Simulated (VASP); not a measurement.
# ZnH (Pm-3m) in VASP: notebook

Runs on ZnH. Level: PBE. Tasks: single point, relaxation of cell and atoms.

All numbers are computed with VASP 6.6.1; they aren't measurements. Logs are shortened: lines on timing, memory, paths and dates and some standing lists are left out, and cuts for length are marked.

## 1. The cell of the first run

Symmetry: Pm-3m, No. 221, cubic system. Conventional cell: a = 2.704 Å, b = 2.704 Å, c = 2.704 Å, α = 90.00°, β = 90.00°, γ = 90.00°. Within 3.1 Å of Zn (site symmetry m-3m) lie 8 H at 2.34 Å and 6 Zn at 2.70 Å. H (site symmetry m-3m) has 8 Zn at 2.34 Å and 6 H at 2.70 Å within 3.1 Å.

The cell was built from a structure type or drawn by symmetry, and may not be a known phase.

## 2. Single point, PBE

File INCAR:

```
PREC = Accurate
ENCUT = 520
EDIFF = 1E-7
ISMEAR = 0
SIGMA = 0.1
LREAL = F
LASPH = T
NELM = 100
ALGO = Normal
ISIF = 2
LWAVE = F
LCHARG = T
GGA = PE
LELF = T
LVHAR = T
NBANDS = 14
```

File KPOINTS:

```
regular mesh
0
Gamma
  20 20 20
```

File POSCAR:

```
ZnH
1.0
    2.7042713137      0.0000000000      0.0000000000
    0.0000000000      2.7042713137      0.0000000000
    0.0000000000      0.0000000000      2.7042713137
Zn H
1 1
Direct
    0.5000000000      0.5000000000      0.5000000000
    0.0000000000      0.0000000000      0.0000000000
```

Potentials or basis: VASP PAW PBE potentials, release 64 (Zn, H).

Run with:

```
$ cat potpaw_PBE.64/Zn/POTCAR potpaw_PBE.64/H/POTCAR > POTCAR
$ mpirun -np 1 vasp_std > vasp.out
```

OUTCAR:

```text
PREC = Accurate
   ENCUT = 520
   EDIFF = 1E-7
   ISMEAR = 0
   LREAL = F
   LASPH = T
   NELM = 100
   ISIF = 2
   GGA = PE

 ion  position               nearest neighbor table
   1  0.500  0.500  0.500-
   2  0.000  0.000  0.000-

  LATTYP: Found a simple cubic cell.
 ALAT       =     2.7042713137

  Lattice vectors:

 A1 = (   2.7042713137,   0.0000000000,   0.0000000000)
 A2 = (   0.0000000000,   2.7042713137,   0.0000000000)
 A3 = (   0.0000000000,   0.0000000000,   2.7042713137)

Analysis of symmetry for initial positions (statically):
=====================================================================
 Subroutine PRICEL returns:
 Original cell was already a primitive cell.

 Routine SETGRP: Setting up the symmetry group for a
 simple cubic supercell.

 Subroutine GETGRP returns: Found 48 space group operations
 (whereof 48 operations were pure point group operations)
 out of a pool of 48 trial point group operations.

The static configuration has the point symmetry O_h .

Analysis of symmetry for dynamics (positions and initial velocities):
=====================================================================
 Subroutine PRICEL returns:
 Original cell was already a primitive cell.

 Routine SETGRP: Setting up the symmetry group for a
 simple cubic supercell.

 Subroutine GETGRP returns: Found 48 space group operations
 (whereof 48 operations were pure point group operations)
 out of a pool of 48 trial point group operations.

The dynamic configuration has the point symmetry O_h .

 Subroutine INISYM returns: Found 48 space group operations
 (whereof 48 operations are pure point group operations),
 and found     1 'primitive' translations

----------------------------------------------------------------------------------------

                                     Primitive cell

  volume of cell :      19.7766

  direct lattice vectors                    reciprocal lattice vectors
     2.704271314  0.000000000  0.000000000     0.369785382  0.000000000  0.000000000
     0.000000000  2.704271314  0.000000000     0.000000000  0.369785382  0.000000000
     0.000000000  0.000000000  2.704271314     0.000000000  0.000000000  0.369785382

  length of vectors
     2.704271314  2.704271314  2.704271314     0.369785382  0.369785382  0.369785382

  position of ions in fractional coordinates (direct lattice)
     0.500000000  0.500000000  0.500000000
     0.000000000  0.000000000  0.000000000

  ion indices of the primitive-cell ions
   primitive index   ion index
                 1           1
                 2           2

----------------------------------------------------------------------------------------

 KPOINTS: regular mesh

Automatic generation of k-mesh.
 Grid dimensions read from file:
 generate k-points for:   20   20   20

 Generating k-lattice:

  Cartesian coordinates                     Fractional coordinates (reciprocal lattice)
     0.018489269  0.000000000  0.000000000     0.050000000  0.000000000  0.000000000
     0.000000000  0.018489269  0.000000000     0.000000000  0.050000000  0.000000000
     0.000000000  0.000000000  0.018489269     0.000000000  0.000000000  0.050000000

  Length of vectors
     0.018489269  0.018489269  0.018489269

  Shift w.r.t. Gamma in fractional coordinates (k-lattice)
     0.000000000  0.000000000  0.000000000

 Subroutine IBZKPT returns following result:
 ===========================================

 Found    286 irreducible k-points:

 Following reciprocal coordinates:
            Coordinates               Weight
  0.000000  0.000000  0.000000      1.000000
  0.050000  0.000000  0.000000      6.000000
  0.100000  0.000000  0.000000      6.000000
  0.150000  0.000000  0.000000      6.000000
  0.200000  0.000000  0.000000      6.000000
  0.250000  0.000000  0.000000      6.000000
[... 16 lines left out ...]
  0.150000  0.100000  0.000000     24.000000
  0.200000  0.100000  0.000000     24.000000
 [... further k-points ...]
   k-points           NKPTS =    286   k-points in BZ     NKDIM =    286   number of bands    NBANDS=     14
   number of dos      NEDOS =    301   number of ions     NIONS =      2
   total plane-waves  NPLWV =   8000
   dimension x,y,z NGX =    20 NGY =   20 NGZ =   20
   dimension x,y,z NGXF=    40 NGYF=   40 NGZF=   40
   ions per type =               1   1
   NGX,Y,Z   is equivalent  to a cutoff of  12.30, 12.30, 12.30 a.u.
   NGXF,Y,Z  is equivalent  to a cutoff of  24.59, 24.59, 24.59 a.u.
 SYSTEM =  unknown system
   PREC   = accura    normal or accurate (medium, high low for compatibility)
   ISTART =      0    job   : 0-new  1-cont  2-samecut
   ICHARG =      2    charge: 1-file 2-atom 10-const
   ISPIN  =      1    spin polarized calculation?
   LNONCOLLINEAR =      F non collinear calculations
   LSORBIT =      F    spin-orbit coupling
   LASPH  =      T    aspherical Exc in radial PAW
   ENCUT  =  520.0 eV  38.22 Ry    6.18 a.u.   5.03  5.03  5.03*2*pi/ulx,y,z
   NELM   =    100;   NELMIN=  2; NELMDL= -5     # of ELM steps
   EDIFF  = 0.1E-06   stopping-criterion for ELM
   LREAL  =      F    real-space projection
   EDIFFG = 0.1E-05   stopping-criterion for IOM
   NSW    =      0    number of steps for IOM
   IBRION =     -1    ionic relax: 0-MD 1-quasi-New 2-CG
   NFREE  =      0    steps in history (QN), initial steepest desc. (CG)
   ISIF   =      2    stress and relaxation
   ISYM   =      2    0-nonsym 1-usesym 2-fastsym
   POTIM  = 0.5000    time-step for ionic-motion
   TEBEG  =    0.0;   TEEND  =   0.0 temperature during run
   PSTRESS=    0.0 pullay stress
   NELECT =      13.0000    total number of electrons
   NUPDOWN=      -1.0000    fix difference up-down
   EMIN   =  10.00;   EMAX   =-10.00  energy-range for DOS
   EFERMI =   0.00;   METHOD = LEGACY
   ISMEAR =     0;   SIGMA  =   0.10  broadening in eV -4-tet -1-fermi 0-gaus
   EFERMI_NEDOS =   21; number of points for ismear=-14 and -15
   IALGO  =     38    algorithm
   IMIX   =      4    mixing-type and parameters
     AMIX     =   0.40;   BMIX     =  1.00
     AMIX_MAG =   1.60;   BMIX_MAG =  1.00
  volume/ion in A,a.u.               =       9.89        66.73
  Fermi-wavevector in a.u.,A,eV,Ry     =   1.423440  2.689911 27.567854  2.026180
  Thomas-Fermi vector in A             =   2.544037
   LORBIT       =      0    0 simple, 1 ext, 2 COOP (PROOUT), +10 PAW based schemes
   GGA     = PE    functional components
   LHFCALC =     F    Hartree Fock is set to
   AEXX    =    0.0000 exact exchange contribution
   IVDW    =     0    specifies the selected vdW correction
   LEPSILON=     F    determine dielectric tensor
   LRPA    =     F    only Hartree local field effects (RPA)
 non-spin polarized calculation
 Gauss-broadening in eV      SIGMA  =   0.10
  energy-cutoff  :      520.00
  volume of cell :       19.78
 maximum number of plane-waves:       554
   NGX = 11   NGY = 11   NGZ = 11

 number of electron      13.0000012 magnetization

 Free energy of the ion-electron system (eV)
  ---------------------------------------------------
  ext. energy  EPLUGINS =         0.00000000
  ---------------------------------------------------
  free energy    TOTEN  =        -3.18807909 eV

  energy without entropy =       -3.18606455  energy(sigma->0) =       -3.18707182

 E-fermi :   2.4601     XC(G=0): -11.0582

 val. band max:        2.4484082204   @ k =   0.5000   0.3500   0.3000
 cond. band min:       2.4766318863   @ k =   0.3500   0.2000   0.2000
 fundamental gap:      0.0282236659
 Fermi energy:         2.4601382327

 k-point     1 :       0.0000    0.0000    0.0000
  band No.  band energies     occupation
      1      -8.4164      2.00000
      2      -5.4362      2.00000
      3      -5.4362      2.00000
      4      -4.4317      2.00000
      5      -4.4317      2.00000
      6      -4.4317      2.00000
      7       8.4530      0.00000
      8      12.5569      0.00000
      9      12.5569      0.00000
     10      12.5569      0.00000
     11      15.9661      0.00000
     12      15.9661      0.00000
     13      33.0930      0.00000
     14      33.0939      0.00000

 k-point     2 :       0.0500    0.0000    0.0000
  band No.  band energies     occupation
      1      -8.3651      2.00000
      2      -5.4335      2.00000
      3      -5.4234      2.00000
      4      -4.4396      2.00000
      5      -4.4396      2.00000
      6      -4.4311      2.00000
      7       8.2044      0.00000
      8      12.1524      0.00000
      9      12.6189      0.00000
     10      12.6189      0.00000
     11      16.0055      0.00000
     12      16.7171      0.00000
     13      32.0551      0.00000
     14      32.0654      0.00000

 k-point     3 :       0.1000    0.0000    0.0000
  band No.  band energies     occupation
      1      -8.2120      2.00000
      2      -5.4255      2.00000
      3      -5.3858      2.00000
      4      -4.4622      2.00000
      5      -4.4622      2.00000
      6      -4.4292      2.00000
      7       7.4537      0.00000
      8      11.5893      0.00000
      9      12.8038      0.00000
     10      12.8038      0.00000
     11      16.1240      0.00000
     12      18.3184      0.00000
     13      30.3211      0.00000
     14      30.3213      0.00000
[... 324 lines left out ...]
 k-point    23 :       0.1500    0.1000    0.0000
  band No.  band energies     occupation
      1      -7.7606      2.00000
      2      -5.3776      2.00000
      3      -5.2980      2.00000
      4      -4.5238      2.00000
      5      -4.4946      2.00000
      6      -4.4550      2.00000
      7       6.2529      0.00000
      8       9.6088      0.00000
      9      13.2437      0.00000
     10      13.3536      0.00000
     11      18.2464      0.00000
     12      20.6008      0.00000
     13      25.3074      0.00000
     14      28.7132      0.00000

 k-point    24 :       0.2000    0.1000    0.0000
  band No.  band energies     occupation
      1      -7.4189      2.00000
      2      -5.3601      2.00000
      3      -5.2200      2.00000
      4      -4.5612      2.00000
      5      -4.5373      2.00000
      6      -4.4510      2.00000
      7       5.0936      0.00000
      8       9.4981      0.00000
      9      13.4645      0.00000
     10      13.7727      0.00000
     11      18.5832      0.00000
     12      22.3505      0.00000
     13      24.0171      0.00000
     14      27.0868      0.00000

 [... further k-points ...]
[... 5 lines left out ...]
  --------------------------------------------------------------------------------------
  -------------------------------------------------------------------------------------
  Total        0.0182235      0.0182235      0.0182235     -0.0000000      0.0000000      0.0000000
  in kB        1.4763552      1.4763552      1.4763552     -0.0000000      0.0000000      0.0000000
  external PRESSURE =       1.4763552 kB  Pullay stress =       0.0000000 kB

 VOLUME and BASIS-vectors are now :
 -----------------------------------------------------------------------------
  energy-cutoff  :      520.00
  volume of cell :       19.78
      direct lattice vectors                 reciprocal lattice vectors
     2.704271314  0.000000000  0.000000000     0.369785382  0.000000000  0.000000000
     0.000000000  2.704271314  0.000000000     0.000000000  0.369785382  0.000000000
     0.000000000  0.000000000  2.704271314     0.000000000  0.000000000  0.369785382

 POSITION                                       TOTAL-FORCE (eV/Angst)
 -----------------------------------------------------------------------------------
      1.35214      1.35214      1.35214         0.000000      0.000000      0.000000
      0.00000      0.00000      0.00000         0.000000      0.000000      0.000000
 -----------------------------------------------------------------------------------
    total drift:                               -0.000000      0.000000     -0.000000

  FREE ENERGIE OF THE ION-ELECTRON SYSTEM (eV)
  ---------------------------------------------------
  free  energy   TOTEN  =        -3.1880790912 eV

  energy  without entropy=       -3.1860645528  energy(sigma->0) =       -3.18707182
```

Wall time 20 s (1 thread of Intel Xeon 6975P-C (Granite Rapids), shared host); peak memory 0.19 GiB.

What came out:

| Property | Result |
| --- | --- |
| Free energy | -3.1881 eV |
| Pressure | 0.1 GPa |
| Band gap on the k mesh | zero (an odd number of electrons rules out a gap without spin polarisation) |

(Continued in part 2 of 2.)
